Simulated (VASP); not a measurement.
# WSe2 (P6_3/mmc) in VASP: notebook, part 2 of 2

VASP 6.6.1.

## Step 3: Single point, r2SCAN (22.41 Å³/atom)

This run uses another cell than the first one, of 22.41 Å³/atom.

Contents of POSCAR:

```
WSe2
1.0
    3.3197508906      0.0000000000      0.0000000000
   -1.6598754453      2.8749886055      0.0000000000
    0.0000000000      0.0000000000     14.0854263612
W Se
2 4
Direct
    0.3333333333      0.6666666667      0.2500000000
    0.6666666667      0.3333333333      0.7500000000
    0.3333333333      0.6666666667      0.6320860779
    0.6666666667      0.3333333333      0.1320860779
    0.3333333333      0.6666666667      0.8679139221
    0.6666666667      0.3333333333      0.3679139221
```

Contents of INCAR.step1:

```
PREC     = Accurate       # precision mode
ENCUT    = 520            # plane-wave cutoff, eV
ISMEAR   = 0              # smearing method
SIGMA    = 0.02           # smearing width, eV
LREAL    = False          # projectors in reciprocal space
LASPH    = True           # aspherical terms in the spheres
NELM     = 60             # most SCF steps
NBANDS   = 35             # bands
GGA      = PE             # functional
ALGO     = Normal         # electronic algorithm
EDIFF    = 1E-4           # SCF threshold, eV
LWAVE    = True           # write WAVECAR
LCHARG   = False          # write CHGCAR
```

Contents of INCAR.step2:

```
PREC     = Accurate       # precision mode
ENCUT    = 520            # plane-wave cutoff, eV
EDIFF    = 1E-6           # SCF threshold, eV
ISMEAR   = 0              # smearing method
SIGMA    = 0.02           # smearing width, eV
LREAL    = False          # projectors in reciprocal space
LASPH    = True           # aspherical terms in the spheres
NELM     = 60             # most SCF steps
ALGO     = Normal         # electronic algorithm
ISIF     = 2              # what is computed and relaxed
LWAVE    = False          # write WAVECAR
LCHARG   = False          # write CHGCAR
METAGGA  = R2SCAN         # meta-GGA
LMIXTAU  = True         
NBANDS   = 35             # bands
ISTART   = 1
```

Contents of KPOINTS:

```
Automatic mesh
0
Gamma
  12 12 2
```

Potentials or basis: VASP PAW PBE potentials, release 64 (W_sv, Se).

Run with:

```console
$ cat potpaw_PBE.64/W_sv/POTCAR potpaw_PBE.64/Se/POTCAR > POTCAR
$ cp INCAR.step1 INCAR
$ mpirun -np 1 vasp_std > vasp.out
$ cp INCAR.step2 INCAR
$ mpirun -np 1 vasp_std > vasp.out
```

OUTCAR:

```text
PREC = Accurate
   ENCUT = 520
   EDIFF = 1E-6
   ISMEAR = 0
   LREAL = False
   LASPH = True
   NELM = 60
   ISIF = 2
   METAGGA = R2SCAN
   ISTART = 1

 ion  position               nearest neighbor table
   1  0.333  0.667  0.250-   4 2.54   6 2.54   4 2.54   6 2.54   4 2.54   6 2.54
   2  0.667  0.333  0.750-   3 2.54   5 2.54   3 2.54   5 2.54   3 2.54   5 2.54
   3  0.333  0.667  0.632-   2 2.54   2 2.54   2 2.54
   4  0.667  0.333  0.132-   1 2.54   1 2.54   1 2.54
   5  0.333  0.667  0.868-   2 2.54   2 2.54   2 2.54
   6  0.667  0.333  0.368-   1 2.54   1 2.54   1 2.54
[... 1122 lines left out ...]
  -------------------------------------------------------------------------------------
  Total       -0.0942152     -0.0942152     -0.0497593     -0.0000000     -0.0000000      0.0000000
  in kB       -1.1228448     -1.1228448     -0.5930250     -0.0000000     -0.0000000      0.0000000
  external PRESSURE =      -0.9462382 kB  Pullay stress =       0.0000000 kB

 VOLUME and BASIS-vectors are now :
 -----------------------------------------------------------------------------
  energy-cutoff  :      520.00
  volume of cell :      134.43
      direct lattice vectors                 reciprocal lattice vectors
     3.319750891  0.000000000  0.000000000     0.301227421  0.173913733  0.000000000
    -1.659875445  2.874988606  0.000000000     0.000000000  0.347827466  0.000000000
     0.000000000  0.000000000 14.085426361     0.000000000  0.000000000  0.070995366

 POSITION                                       TOTAL-FORCE (eV/Angst)
 -----------------------------------------------------------------------------------
     -0.00000      1.91666      3.52136         0.000000     -0.000000      0.000000
      1.65988      0.95833     10.56407        -0.000000      0.000000      0.000000
     -0.00000      1.91666      8.90320         0.000000     -0.000000     -0.043555
      1.65988      0.95833      1.86049         0.000000     -0.000000     -0.043555
     -0.00000      1.91666     12.22494        -0.000000      0.000000      0.043555
      1.65988      0.95833      5.18222        -0.000000      0.000000      0.043555
 -----------------------------------------------------------------------------------
    total drift:                               -0.000000      0.000000     -0.000000

  FREE ENERGIE OF THE ION-ELECTRON SYSTEM (eV)
  ---------------------------------------------------
  free  energy   TOTEN  =      -163.5890925229 eV

  energy  without entropy=     -163.5890925229  energy(sigma->0) =     -163.58909252
```

OUTCAR.step1:

```text
PREC = Accurate
   ENCUT = 520
   ISMEAR = 0
   LREAL = False
   LASPH = True
[... 1151 lines left out ...]
     -0.00000      1.91666      8.90320        -0.000000      0.000000     -0.335635
      1.65988      0.95833      1.86049         0.000000      0.000000     -0.335635
     -0.00000      1.91666     12.22494        -0.000000     -0.000000      0.335635
      1.65988      0.95833      5.18222         0.000000     -0.000000      0.335635
 -----------------------------------------------------------------------------------
    total drift:                               -0.000000      0.000000     -0.000000

  FREE ENERGIE OF THE ION-ELECTRON SYSTEM (eV)
  ---------------------------------------------------
  free  energy   TOTEN  =       -43.2328011683 eV

  energy  without entropy=      -43.2328011683  energy(sigma->0) =      -43.23280117
```

OSZICAR.step1:

```text
N       E                     dE             d eps       ncg     rms          rms(c)
DAV:   1     0.500166651402E+03    0.50017E+03   -0.27729E+04  2956   0.142E+03
DAV:   2    -0.137049066736E+02   -0.51387E+03   -0.49602E+03  3154   0.382E+02
DAV:   3    -0.444667362876E+02   -0.30762E+02   -0.30238E+02  3250   0.883E+01
DAV:   4    -0.452032144951E+02   -0.73648E+00   -0.73216E+00  3220   0.139E+01
DAV:   5    -0.452143066647E+02   -0.11092E-01   -0.11078E-01  3236   0.185E+00    0.292E+01
DAV:   6    -0.436302329213E+02    0.15841E+01   -0.62759E+00  2963   0.164E+01    0.102E+01
DAV:   7    -0.433940358747E+02    0.23620E+00   -0.26055E+00  2867   0.797E+00    0.558E+00
DAV:   8    -0.432312903472E+02    0.16275E+00   -0.34411E-01  2975   0.408E+00    0.121E+00
DAV:   9    -0.432337688544E+02   -0.24785E-02   -0.55079E-02  3174   0.113E+00    0.842E-01
DAV:  10    -0.432328149732E+02    0.95388E-03   -0.11769E-02  2955   0.730E-01    0.138E-01
DAV:  11    -0.432328168546E+02   -0.18815E-05   -0.14935E-03  2955   0.245E-01    0.152E-01
DAV:  12    -0.432328011683E+02    0.15686E-04   -0.57021E-05  1659   0.479E-02
   1 F= -.43232801E+02 E0= -.43232801E+02  d E =-.740621E-32
```

Wall time 19 min (1 thread of Intel Xeon 8259CL, shared host); peak memory 0.4 GiB.

Results:

* Free energy: -163.5891 eV
* Pressure: -0.1 GPa
* Largest force: 0.044 eV/Å
* Band gap on the k mesh: 1.45 eV (least direct gap 1.58 eV)

Forces on the atoms (eV/Å):
```
W    0.000  0.000  0.000
W    0.000  0.000  0.000
Se   0.000  0.000 -0.044
Se   0.000  0.000 -0.044
Se   0.000  0.000  0.044
Se   0.000  0.000  0.044
```

Caveat: the PAW data sets were made with another functional, which shifts forces and pressure a little; spin-orbit coupling is left out, which moves the levels of the heavy elements. A k mesh can miss the band edges.

## Step 4: Single point, r2SCAN (23.06 Å³/atom)

This run uses another cell than the first one, of 23.06 Å³/atom.

Contents of POSCAR:

```
WSe2
1.0
    3.3214639520      0.0000000000      0.0000000000
   -1.6607319760      2.8764721601      0.0000000000
    0.0000000000      0.0000000000     14.4807329155
W Se
2 4
Direct
    0.3333333333      0.6666666667      0.2500000000
    0.6666666667      0.3333333333      0.7500000000
    0.3333333333      0.6666666667      0.6353279258
    0.6666666667      0.3333333333      0.1353279258
    0.3333333333      0.6666666667      0.8646720742
    0.6666666667      0.3333333333      0.3646720742
```

Contents of INCAR.step1:

```
  PREC = Accurate
  ENCUT = 520
  ISMEAR = 0
  SIGMA = 0.02
  LREAL = F
  LASPH = T
  NELM = 100
  NBANDS = 35
  GGA = PE
  ALGO = Normal
  EDIFF = 1E-4
  LWAVE = T
  LCHARG = F
```

Contents of INCAR.step2:

```
  PREC = Accurate
  ENCUT = 520
  EDIFF = 1E-6
  ISMEAR = 0
  SIGMA = 0.02
  LREAL = F
  LASPH = T
  NELM = 100
  ALGO = Normal
  ISIF = 2
  LWAVE = F
  LCHARG = F
  METAGGA = R2SCAN
  LMIXTAU = T
  NBANDS = 35
  ISTART = 1
```

KPOINTS is that of step 3.

Run with:

```console
$ cat potpaw_PBE.64/W_sv/POTCAR potpaw_PBE.64/Se/POTCAR > POTCAR
$ cp INCAR.step1 INCAR
$ mpirun -np 1 vasp_std > vasp.out
$ cp INCAR.step2 INCAR
$ mpirun -np 1 vasp_std > vasp.out
```

Wall time 19 min (1 thread of Intel Xeon 8259CL, shared host); peak memory 0.4 GiB.

The run converged. Its results:

- Free energy: -163.5779 eV
- Pressure: -0.3 GPa
- Largest force: 0.043 eV/Å
- Band gap on the k mesh: 1.52 eV (least direct gap 1.59 eV)

Forces in eV/Å, atoms in the order of the input:
```
W    0.000  0.000  0.000
W    0.000  0.000  0.000
Se   0.000  0.000 -0.043
Se   0.000  0.000 -0.043
Se   0.000  0.000  0.043
Se   0.000  0.000  0.043
```

Levels at points of the mesh, in eV from the valence-band top:
| k point | band 24 | band 25 | band 26 | band 27 | band 28 | band 29 |
| --- | --- | --- | --- | --- | --- | --- |
| (0.00, 0.00, 0.00) | -1.49 | -0.63 | 0.00 | 2.97 | 2.97 | 2.98 |
| (0.50, 0.00, 0.00) | -1.19 | -1.14 | -1.10 | 2.37 | 2.38 | 2.71 |
| (0.00, 0.00, 0.50) | -1.49 | -0.22 | -0.22 | 2.97 | 2.97 | 2.97 |
| (0.50, 0.00, 0.50) | -1.21 | -1.12 | -1.12 | 2.38 | 2.38 | 2.78 |

Caveat: the PAW data sets were made with another functional, which shifts forces and pressure a little; spin-orbit coupling is left out, which moves the levels of the heavy elements.

## Step 5: Overview

```tsv
cell	gap on the mesh (eV)	pressure (GPa)	largest force (eV/Å)
a = 3.315, b = 3.315, c = 13.713 Å, angles 90.0, 90.0, 120.0°, 6 atoms, atomic positions A	1.34	0.3	0.04
a = 3.320, b = 3.320, c = 14.085 Å, angles 90.0, 90.0, 120.0°, 6 atoms, atomic positions B	1.45	-0.1	0.04
a = 3.321, b = 3.321, c = 14.481 Å, angles 90.0, 90.0, 120.0°, 6 atoms, atomic positions C	1.52	-0.3	0.04
```

Alike in all rows: task single point; level r2SCAN; potentials or basis VASP PAW PBE potentials, release 64 (W_sv, Se); no spin polarisation; k mesh 12 × 12 × 2; cutoff (eV) 520; smearing gaussian 0.02 eV.

Caveats: the PAW data sets were made with another functional, which shifts forces and pressure a little; spin-orbit coupling is left out, which moves the levels of the heavy elements.

Total energies depend on the potentials used, so only differences within one code and one set of settings carry meaning.

## Step 6: How close it comes

Step 2. A measured gap of WSe2 is 1.3 eV (indirect; “Time-resolved XUV ARPES with tunable 24–33 eV laser pulses at 30 meV resolution”, 2019, pmc:6684652); the calculated 1.34 eV misses it by +0.04 eV. Spin-orbit coupling on Se, W is left out. The value is that of r2SCAN on a finite k mesh, which can miss the band edges, without temperature or zero-point motion.
